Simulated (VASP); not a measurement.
Set up this calculation in VASP 6.6.1, as the native input.

* Task: single point
* Functional: BLYP
* Potentials or basis: VASP PAW PBE potentials, release 64 (B, C)
* Cutoff: 520 eV
* k mesh: 11 × 11 × 4
* Occupations: gaussian, width 0.1 eV
* Spin: no spin polarisation
* Dipole correction: no
* Further INCAR settings: ALGO = Normal; EDIFF = 1e-06; NBANDS = 20

The structure of BC5 lies in POSCAR:

```
BC5
1.0
    2.5515500000      0.0000000000      0.0000000000
   -1.2757800000      2.2097100000      0.0000000000
    0.0000000000      0.0000000000      6.3996600000
B C
1 5
Direct
    0.3333333333      0.6666666667      0.0075900000
    0.3333333333      0.6666666667      0.2595100000
    0.6666666667      0.3333333333      0.3390300000
    0.0000000000      0.0000000000      0.6645600000
    0.6666666667      0.3333333333      0.5813600000
    0.0000000000      0.0000000000      0.8989400000
```

These files were run (other wordings do the same):

INCAR

```
PREC = Accurate
ENCUT = 520
EDIFF = 1E-6
ISMEAR = 0
SIGMA = 0.1
LREAL = F
LASPH = T
NELM = 100
ALGO = Normal
ISIF = 2
LWAVE = F
LCHARG = F
GGA = B5
ALDAX = 1.0
AGGAX = 1.0
AGGAC = 1.0
ALDAC = 0.0
NBANDS = 20
```

KPOINTS

```
Automatic mesh
0
Gamma
  11 11 4
```

Potentials or basis: VASP PAW PBE potentials, release 64 (B, C).

Command:

```bash
$ cat potpaw_PBE.64/B/POTCAR potpaw_PBE.64/C/POTCAR > POTCAR
$ mpirun -np 1 vasp_std > vasp.out
```

Results of the run:

| Quantity | Value |
| --- | --- |
| Pressure | 8.2 GPa |
| Largest force | 0.206 eV/Å |

Caveat: the PAW data sets were made with another functional, which shifts forces and pressure a little.

Run time: 40 s on 1 thread of AMD EPYC 7R13 Processor (Zen 3) (shared host), peak memory 0.13 GiB.
